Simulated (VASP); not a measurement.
Wanted: the native input for a VASP 6.6.1 run.

* Task: single point
* Functional: PBEsol
* Potentials or basis: VASP PAW PBE potentials, release 64 (Hf_pv, N)
* Cutoff: 520 eV
* k mesh: 18 × 18 × 10
* Occupations: gaussian, width 0.15 eV
* Spin: no spin polarisation
* Dipole correction: no
* Further INCAR settings: ALGO = Normal; EDIFF = 1e-06; NBANDS = 23

The structure of HfN lies in POSCAR:

```
HfN
1.0
    3.1277073108      0.0000000000      0.0000000000
   -1.5638536554      2.7086739867      0.0000000000
    0.0000000000      0.0000000000      5.3909359352
Hf N
2 2
Direct
    0.6426874408      0.3093541075      0.7500000000
    0.3093541075      0.6426874408      0.2500000000
    0.0000000000      0.0000000000      0.0000000000
    0.0000000000      0.0000000000      0.5000000000
```

This cell differs from its parent crystal: all Hf atoms moved +0.075 Å, as atom 1 towards its neighbour atom 1 (Hf) at 3.128 Å.

One way to write it, as run:

INCAR

```
SYSTEM = HfN
ALGO = Normal
EDIFF = 1E-6
ENCUT = 520
GGA = PS
ISIF = 2
ISMEAR = 0
LASPH = .TRUE.
LCHARG = .TRUE.
LELF = .TRUE.
LREAL = .FALSE.
LVHAR = .TRUE.
LWAVE = .FALSE.
NBANDS = 23
NELM = 80
PREC = Accurate
SIGMA = 0.15
```

KPOINTS

```
k-points
0
G
  18 18 10
  0 0 0
```

Potentials or basis: VASP PAW PBE potentials, release 64 (Hf_pv, N).

Command:

```sh
$ cat potpaw_PBE.64/Hf_pv/POTCAR potpaw_PBE.64/N/POTCAR > POTCAR
$ mpirun -np 1 vasp_std > vasp.out
```

It gave:

```yaml
Pressure: -1.4 GPa
Largest_force: 0.769 eV/Å
Band_gap_on_the_k_mesh: zero (bands 15 and 16 overlap by 2.31 eV)
```

Caveat: the cell differs from its parent crystal (all Hf atoms moved +0.075 Å, as atom 1 towards its neighbour atom 1 (Hf) at 3.128 Å); the PAW data sets were made with another functional, which shifts forces and pressure a little; spin-orbit coupling is left out, which moves the levels of the heavy elements.

Wall time 8.5 min on 1 thread of Intel Xeon 8259CL, on a shared host, peak memory 0.56 GiB.
